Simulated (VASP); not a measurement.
Write the native input for VASP 6.6.1 that does the following.

| Quantity | Value |
| --- | --- |
| Task | single point |
| Functional | r2SCAN |
| Potentials or basis | VASP PAW PBE potentials, release 64 (B, N) |
| Cutoff | 520 eV |
| k mesh | 12 × 12 × 12 |
| Occupations | gaussian, width 0.02 eV |
| Spin | no spin polarisation |
| Dipole correction | no |
| Further INCAR settings | ALGO = Normal; EDIFF = 1e-07; NBANDS = 11 |

BN:

```
CELL_PARAMETERS angstrom
0.00000 1.76797 1.76797
1.76797 0.00000 1.76797
1.76797 1.76797 0.00000
ATOMIC_POSITIONS crystal
B 0.00000 0.00000 0.00000
N 0.75000 0.75000 0.75000
```

This cell differs from its parent crystal: volume scaled by 0.94.

One way to write it, as run:

POSCAR

```
BN
1.0
    0.0000000000      1.7679704837      1.7679704837
    1.7679704837      0.0000000000      1.7679704837
    1.7679704837      1.7679704837      0.0000000000
B N
1 1
Direct
    0.0000000000      0.0000000000      0.0000000000
    0.7500000000      0.7500000000      0.7500000000
```

INCAR.step1

```
PREC = Accurate
ENCUT = 520
ISMEAR = 0
SIGMA = 0.02
LREAL = False
LASPH = True
NELM = 100
NBANDS = 11
GGA = PE
ALGO = Normal
EDIFF = 1E-4
LWAVE = True
LCHARG = False
```

INCAR.step2

```
PREC = Accurate
ENCUT = 520
EDIFF = 1E-7
ISMEAR = 0
SIGMA = 0.02
LREAL = False
LASPH = True
NELM = 100
ALGO = Normal
ISIF = 2
LWAVE = False
LCHARG = False
METAGGA = R2SCAN
LMIXTAU = True
NBANDS = 11
ISTART = 1
```

KPOINTS

```
Automatic mesh
0
Gamma
  12 12 12
```

Potentials or basis: VASP PAW PBE potentials, release 64 (B, N).

Command:

```bash
$ cat potpaw_PBE.64/B/POTCAR potpaw_PBE.64/N/POTCAR > POTCAR
$ cp INCAR.step1 INCAR
$ mpirun -np 1 vasp_std > vasp.out
$ cp INCAR.step2 INCAR
$ mpirun -np 1 vasp_std > vasp.out
```

Results of the run:

* Pressure: 28.5 GPa
* Band gap on the k mesh: 5.05 eV, indirect (least direct gap 9.85 eV)

Caveat: the PAW data sets were made with another functional, which shifts forces and pressure a little.

Run time: 50 s on 1 thread of Intel(R) Xeon(R) Platinum 8375C CPU @ 2.90GHz (Ice Lake), with other jobs on the host, peak memory 0.12 GiB.
